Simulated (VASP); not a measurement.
# Sn7O16 (a cell with a defect) in VASP: single point with PBEsol

Aim: the single point of Sn7O16 (a cell with a defect) with PBEsol.

Everything below comes from runs of VASP 6.6.1. Logs are shortened: lines on timing, memory, paths and dates and some standing lists are left out, and cuts for length are marked.

### 1 The cell of the first run

The cell holds a defect, 23 atoms: a = 6.744 Å, b = 6.744 Å, c = 8.001 Å, α = 114.93°, β = 114.93°, γ = 90.00°.

### 2 Single point, PBEsol (atoms taken out, then relaxed in part)

File INCAR:

```
SYSTEM = Sn7O16
PREC     = Accurate       ! precision mode
ENCUT    = 520            ! plane-wave cutoff, eV
EDIFF    = 1E-6           ! SCF threshold, eV
ISMEAR   = 0              ! smearing method
SIGMA    = 0.05           ! smearing width, eV
LREAL    = Auto         
LASPH    = .TRUE.         ! aspherical terms in the spheres
NELM     = 80             ! most SCF steps
ALGO     = Fast           ! electronic algorithm
ISIF     = 2              ! what is computed and relaxed
LWAVE    = .FALSE.        ! write WAVECAR
LCHARG   = .FALSE.        ! write CHGCAR
GGA      = PS             ! functional
NBANDS   = 114            ! bands
```

File KPOINTS:

```
Automatic mesh
0
G
  4 4 4
  0 0 0
```

File POSCAR:

```
Sn7O16
1.0
   -4.7689689531      4.7689689531      0.0000000000
    4.7689689531      4.7689689531      0.0000000000
    0.0000000000     -4.7689689531     -6.4241368598
Sn O
7 16
Direct
    0.2460432904      0.2460432904      0.4920865809
    0.7539567096      0.7539567096      0.5079134191
    0.5000000000      0.5000000000      0.0000000000
    0.1265089703      0.6265089703      0.2530179406
    0.8734910297      0.3734910297      0.7469820594
    0.6234929334      0.1234929334      0.2469858668
    0.3765070666      0.8765070666      0.7530141332
    0.2492837304      0.5543000527      0.4985674608
    0.0000000000      0.3176959809      0.0000000000
    0.7507162696      0.0557325919      0.5014325392
    0.5000000000      0.8045916293      0.0000000000
    0.4337620548      0.6260702391      0.2521404781
    0.1816215767      0.3739297609      0.7478595219
    0.9282283021      0.1310774584      0.2621549168
    0.6660733853      0.8689225416      0.7378450832
    0.2492837304      0.9442674081      0.4985674608
    0.0000000000      0.6823040191      0.0000000000
    0.7507162696      0.4456999473      0.5014325392
    0.5000000000      0.1954083707      0.0000000000
    0.8183784233      0.6260702391      0.2521404781
    0.5662379452      0.3739297609      0.7478595219
    0.3339266147      0.1310774584      0.2621549168
    0.0717716979      0.8689225416      0.7378450832
```

Potentials or basis: VASP PAW PBE potentials, release 64 (Sn_d, O).

Run with:

```sh
cat potpaw_PBE.64/Sn_d/POTCAR potpaw_PBE.64/O/POTCAR > POTCAR
mpirun -np 1 vasp_std > vasp.out
```

OUTCAR:

```text
SYSTEM = Sn7O16
   PREC = Accurate
   ENCUT = 520
   EDIFF = 1E-6
   ISMEAR = 0
   LREAL = Auto
   LASPH = .TRUE.
   NELM = 80
   ISIF = 2
   GGA = PS

 ion  position               nearest neighbor table
   1  0.246  0.246  0.492-  14 2.01  22 2.01  16 2.06   8 2.06  13 2.09  21 2.09   3 3.26   4 3.71
                             4 3.71   6 3.72   6 3.72   5 3.75   5 3.75
   2  0.754  0.754  0.508-  23 2.01  15 2.01  10 2.06  18 2.06  20 2.09  12 2.09   3 3.26   5 3.71
                             5 3.71   7 3.72   7 3.72   4 3.75   4 3.75
   3  0.500  0.500  0.000-  11 2.05  19 2.05  13 2.08  20 2.08  12 2.08  21 2.08   2 3.26   1 3.26
                             6 3.73   7 3.73   6 3.73   7 3.73   4 3.74   5 3.74   4 3.74   5 3.74
   4  0.127  0.627  0.253-   9 2.04  17 2.04   8 2.05  16 2.05  12 2.08  20 2.08   7 3.21   5 3.25
                             1 3.71   1 3.71   3 3.74   3 3.74   2 3.75   2 3.75
   5  0.873  0.373  0.747-   9 2.04  17 2.04  18 2.05  10 2.05  21 2.08  13 2.08   6 3.21   4 3.25
                             2 3.71   2 3.71   3 3.74   3 3.74   1 3.75   1 3.75
   6  0.623  0.123  0.247-  14 2.01  22 2.01  19 2.06  11 2.06  18 2.10  10 2.10   7 3.17   5 3.21
                             1 3.72   1 3.72   3 3.73   3 3.73
   7  0.377  0.877  0.753-  15 2.01  23 2.01  19 2.06  11 2.06   8 2.10  16 2.10   6 3.17   4 3.21
                             2 3.72   2 3.72   3 3.73   3 3.73
   8  0.249  0.554  0.499-   4 2.05   1 2.06   7 2.10
   9  0.000  0.318  0.000-   4 2.04   5 2.04
  10  0.751  0.056  0.501-   5 2.05   2 2.06   6 2.10
  11  0.500  0.805  0.000-   3 2.05   6 2.06   7 2.06
  12  0.434  0.626  0.252-   3 2.08   4 2.08   2 2.09
  13  0.182  0.374  0.748-   3 2.08   5 2.08   1 2.09
  14  0.928  0.131  0.262-   6 2.01   1 2.01
  15  0.666  0.869  0.738-   7 2.01   2 2.01
  16  0.249  0.944  0.499-   4 2.05   1 2.06   7 2.10
  17  0.000  0.682  0.000-   4 2.04   5 2.04
  18  0.751  0.446  0.501-   5 2.05   2 2.06   6 2.10
  19  0.500  0.195  0.000-   3 2.05   6 2.06   7 2.06
  20  0.818  0.626  0.252-   3 2.08   4 2.08   2 2.09
  21  0.566  0.374  0.748-   3 2.08   5 2.08   1 2.09
  22  0.334  0.131  0.262-   6 2.01   1 2.01
  23  0.072  0.869  0.738-   7 2.01   2 2.01

  LATTYP: Found a body centered tetragonal cell.
 ALAT       =     6.7443405720
 C/A-ratio  =     1.9050452127

  Lattice vectors:

 A1 = (  -4.7689689531,   0.0000000000,   6.4241368598)
 A2 = (   4.7689689531,   0.0000000000,   6.4241368598)
 A3 = (   0.0000000000,   4.7689689531,  -6.4241368598)

Analysis of symmetry for initial positions (statically):
=====================================================================
 Subroutine PRICEL returns:
 Original cell was already a primitive cell.

 Routine SETGRP: Setting up the symmetry group for a
 body centered tetragonal supercell.

 Subroutine GETGRP returns: Found  8 space group operations
 (whereof  8 operations were pure point group operations)
 out of a pool of 16 trial point group operations.

The static configuration has the point symmetry D_2h.

Analysis of symmetry for dynamics (positions and initial velocities):
=====================================================================
 Subroutine PRICEL returns:
 Original cell was already a primitive cell.

 Routine SETGRP: Setting up the symmetry group for a
 body centered tetragonal supercell.

 Subroutine GETGRP returns: Found  8 space group operations
 (whereof  8 operations were pure point group operations)
 out of a pool of 16 trial point group operations.

The dynamic configuration has the point symmetry D_2h.

 Subroutine INISYM returns: Found  8 space group operations
 (whereof  8 operations are pure point group operations),
 and found     1 'primitive' translations

----------------------------------------------------------------------------------------

                                     Primitive cell

  volume of cell :     292.2091

  direct lattice vectors                    reciprocal lattice vectors
    -4.768968953  4.768968953  0.000000000    -0.104844465  0.104844465 -0.077831468
     4.768968953  4.768968953  0.000000000     0.104844465  0.104844465 -0.077831468
     0.000000000 -4.768968953 -6.424136860     0.000000000  0.000000000 -0.155662935

  length of vectors
     6.744340572  6.744340572  8.000787416     0.167458834  0.167458834  0.155662935

  position of ions in fractional coordinates (direct lattice)
     0.246043290  0.246043290  0.492086581
     0.753956710  0.753956710  0.507913419
     0.500000000  0.500000000  0.000000000
     0.126508970  0.626508970  0.253017941
     0.873491030  0.373491030  0.746982059
     0.623492933  0.123492933  0.246985867
[... 15 lines left out ...]
     0.333926615  0.131077458  0.262154917
     0.071771698  0.868922542  0.737845083

  ion indices of the primitive-cell ions
   primitive index   ion index
                 1           1
                 2           2
                 3           3
                 4           4
                 5           5
                 6           6
[... 15 lines left out ...]
                22          22
                23          23

----------------------------------------------------------------------------------------

 KPOINTS: Automatic mesh

Automatic generation of k-mesh.
 Grid dimensions read from file:
 generate k-points for:    4    4    4

 Generating k-lattice:

  Cartesian coordinates                     Fractional coordinates (reciprocal lattice)
    -0.026211116  0.026211116 -0.019457867     0.250000000  0.000000000  0.000000000
     0.026211116  0.026211116 -0.019457867     0.000000000  0.250000000  0.000000000
     0.000000000  0.000000000 -0.038915734     0.000000000  0.000000000  0.250000000

  Length of vectors
     0.041864709  0.041864709  0.038915734

  Shift w.r.t. Gamma in fractional coordinates (k-lattice)
     0.000000000  0.000000000  0.000000000

 Subroutine IBZKPT returns following result:
 ===========================================

 Found     18 irreducible k-points:

 Following reciprocal coordinates:
            Coordinates               Weight
  0.000000  0.000000  0.000000      1.000000
  0.250000  0.000000  0.000000      4.000000
  0.000000 -0.250000  0.250000      4.000000
  0.500000  0.000000  0.000000      2.000000
  0.000000  0.500000  0.500000      2.000000
  0.250000  0.250000  0.000000      8.000000
[... 10 lines left out ...]
  0.500000  0.500000  0.250000      2.000000
  0.000000  0.000000  0.500000      1.000000
   k-points           NKPTS =     18   k-points in BZ     NKDIM =     18   number of bands    NBANDS=    114
   number of dos      NEDOS =    301   number of ions     NIONS =     23
   total plane-waves  NPLWV = 150000
   dimension x,y,z NGX =    50 NGY =   50 NGZ =   60
   dimension x,y,z NGXF=   100 NGYF=  100 NGZF=  120
   ions per type =               7  16
   NGX,Y,Z   is equivalent  to a cutoff of  12.32, 12.32, 12.47 a.u.
   NGXF,Y,Z  is equivalent  to a cutoff of  24.65, 24.65, 24.93 a.u.
 SYSTEM =  Sn7O16
   PREC   = accura    normal or accurate (medium, high low for compatibility)
   ISTART =      0    job   : 0-new  1-cont  2-samecut
   ICHARG =      2    charge: 1-file 2-atom 10-const
   ISPIN  =      1    spin polarized calculation?
   LNONCOLLINEAR =      F non collinear calculations
   LSORBIT =      F    spin-orbit coupling
   LASPH  =      T    aspherical Exc in radial PAW
   ENCUT  =  520.0 eV  38.22 Ry    6.18 a.u.  12.54 12.54 14.88*2*pi/ulx,y,z
   NELM   =     80;   NELMIN=  2; NELMDL= -5     # of ELM steps
   EDIFF  = 0.1E-05   stopping-criterion for ELM
   LREAL  =      T    real-space projection
   EDIFFG = 0.1E-04   stopping-criterion for IOM
   NSW    =      0    number of steps for IOM
   IBRION =     -1    ionic relax: 0-MD 1-quasi-New 2-CG
   NFREE  =      0    steps in history (QN), initial steepest desc. (CG)
   ISIF   =      2    stress and relaxation
   ISYM   =      2    0-nonsym 1-usesym 2-fastsym
   POTIM  = 0.5000    time-step for ionic-motion
   TEBEG  =    0.0;   TEEND  =   0.0 temperature during run
   PSTRESS=    0.0 pullay stress
   NELECT =     194.0000    total number of electrons
   NUPDOWN=      -1.0000    fix difference up-down
   EMIN   =  10.00;   EMAX   =-10.00  energy-range for DOS
   EFERMI =   0.00;   METHOD = LEGACY
   ISMEAR =     0;   SIGMA  =   0.05  broadening in eV -4-tet -1-fermi 0-gaus
   EFERMI_NEDOS =   21; number of points for ismear=-14 and -15
   IALGO  =     68    algorithm
   IMIX   =      4    mixing-type and parameters
     AMIX     =   0.40;   BMIX     =  1.00
     AMIX_MAG =   1.60;   BMIX_MAG =  1.00
  volume/ion in A,a.u.               =      12.70        85.74
  Fermi-wavevector in a.u.,A,eV,Ry     =   1.428162  2.698835 27.751079  2.039647
  Thomas-Fermi vector in A             =   2.548254
   LORBIT       =      0    0 simple, 1 ext, 2 COOP (PROOUT), +10 PAW based schemes
   GGA     = PS    functional components
   LHFCALC =     F    Hartree Fock is set to
   AEXX    =    0.0000 exact exchange contribution
   IVDW    =     0    specifies the selected vdW correction
   LEPSILON=     F    determine dielectric tensor
   LRPA    =     F    only Hartree local field effects (RPA)
 non-spin polarized calculation
 RMM-DIIS sequential band-by-band and
 Gauss-broadening in eV      SIGMA  =   0.05
  energy-cutoff  :      520.00
  volume of cell :      292.21
 maximum number of plane-waves:      7900
   NGX = 25   NGY = 25   NGZ = 29

 number of electron     193.9999977 magnetization

 Free energy of the ion-electron system (eV)
  ---------------------------------------------------
  ext. energy  EPLUGINS =         0.00000000
  ---------------------------------------------------
  free energy    TOTEN  =      -141.58419190 eV

  energy without entropy =     -141.55548358  energy(sigma->0) =     -141.56983774

 E-fermi :   4.0291     XC(G=0): -10.9783

 val. band max:        4.0282048221   @ k =   0.5000   0.5000   0.0000
 cond. band min:       4.0293041233   @ k =  -0.2500   0.2500   0.0000
 fundamental gap:      0.0010993012
 Fermi energy:         4.0291083878

 k-point     1 :       0.0000    0.0000    0.0000
  band No.  band energies     occupation
      1     -16.4844      2.00000
      2     -16.3248      2.00000
      3     -16.1372      2.00000
      4     -16.0678      2.00000
      5     -16.0540      2.00000
      6     -15.9900      2.00000
[... 101 lines left out ...]
    108      11.4193      0.00000
    109      13.1718      0.00000

 k-point     2 :       0.2500    0.0000    0.0000
  band No.  band energies     occupation
      1     -16.4349      2.00000
      2     -16.3069      2.00000
      3     -16.2716      2.00000
      4     -16.1913      2.00000
      5     -16.1105      2.00000
      6     -16.0512      2.00000
[... 1784 lines left out ...]
 k-point    18 :       0.0000    0.0000    0.5000
  band No.  band energies     occupation
      1     -16.3373      2.00000
      2     -16.3092      2.00000
      3     -16.2866      2.00000
      4     -16.2499      2.00000
      5     -16.1446      2.00000
      6     -16.0191      2.00000
[... 101 lines left out ...]
    108      12.1417      0.00000
    109      12.6722      0.00000
 [bands above 109 left out]

------------------------ aborting loop because EDIFF is reached ----------------------------------------

  FORCE on cell =-STRESS in cart. coord.  units (eV):
  Direction    XX          YY          ZZ          XY          YZ          ZX
  --------------------------------------------------------------------------------------
  -------------------------------------------------------------------------------------
  Total        3.5621701      3.5621701      4.7537094      0.4906503      0.0000000      0.0000000
  in kB       19.5313144     19.5313144     26.0645024      2.6902270      0.0000000      0.0000000
  external PRESSURE =      21.7090437 kB  Pullay stress =       0.0000000 kB

 VOLUME and BASIS-vectors are now :
 -----------------------------------------------------------------------------
  energy-cutoff  :      520.00
  volume of cell :      292.21
      direct lattice vectors                 reciprocal lattice vectors
    -4.768968953  4.768968953  0.000000000    -0.104844465  0.104844465 -0.077831468
     4.768968953  4.768968953  0.000000000     0.104844465  0.104844465 -0.077831468
     0.000000000 -4.768968953 -6.424136860     0.000000000  0.000000000 -0.155662935

 POSITION                                       TOTAL-FORCE (eV/Angst)
 -----------------------------------------------------------------------------------
      0.00000     -0.00000     -3.16123         0.000000      0.000000     -0.011044
      0.00000      4.76897     -3.26291         0.000000      0.000000      0.011044
      0.00000      4.76897      0.00000         0.000000      0.000000     -0.000000
      2.38448      2.38448     -1.62542         0.000000      0.000000     -0.022420
     -2.38448      2.38448     -4.79871         0.000000     -0.000000      0.022420
     -2.38448      2.38448     -1.58667         0.000000      0.000000      0.015328
[... 15 lines left out ...]
     -0.96738      0.96738     -1.68412         0.011465     -0.011465      0.025939
      3.80159      0.96738     -4.74002         0.011465     -0.011465     -0.025939
 -----------------------------------------------------------------------------------
    total drift:                                0.000000      0.000000      0.000000

  FREE ENERGIE OF THE ION-ELECTRON SYSTEM (eV)
  ---------------------------------------------------
  free  energy   TOTEN  =      -141.5841918976 eV

  energy  without entropy=     -141.5554835826  energy(sigma->0) =     -141.56983774
```

Run time: 50 min. Hardware: 1 thread of Oxide Virtual Turin-like, shared host; peak memory 0.57 GiB.

Results:

| Property | Result |
| --- | --- |
| Free energy | -141.5842 eV |
| Pressure | 2.2 GPa |
| Largest force | 0.065 eV/Å |
| Band gap on the k mesh | zero (bands 97 and 98 overlap by 0.13 eV) |

Forces in eV/Å, atoms in the order of the input:
```
Sn   0.000  0.000 -0.011
Sn   0.000  0.000  0.011
Sn   0.000  0.000  0.000
Sn   0.000  0.000 -0.022
Sn   0.000  0.000  0.022
Sn   0.000  0.000  0.015
Sn   0.000  0.000 -0.015
O   -0.007 -0.007 -0.006
O   -0.046 -0.046  0.000
O   -0.007 -0.007  0.006
O   -0.014 -0.014  0.000
O    0.007 -0.007 -0.007
O    0.007 -0.007  0.007
O   -0.011  0.011  0.026
O   -0.011  0.011 -0.026
O    0.007  0.007 -0.006
O    0.046  0.046  0.000
O    0.007  0.007  0.006
O    0.014  0.014  0.000
O   -0.007  0.007 -0.007
O   -0.007  0.007  0.007
O    0.011 -0.011  0.026
O    0.011 -0.011 -0.026
```

Stress tensor (GPa, compression positive):
```
1.95 0.27 0.00
0.27 1.95 0.00
0.00 0.00 2.61
```

Caveat: the cell differs from its parent crystal (atoms taken out, then relaxed in part); the PAW data sets were made with another functional, which shifts forces and pressure a little; spin-orbit coupling is left out, which moves the levels of the heavy elements.
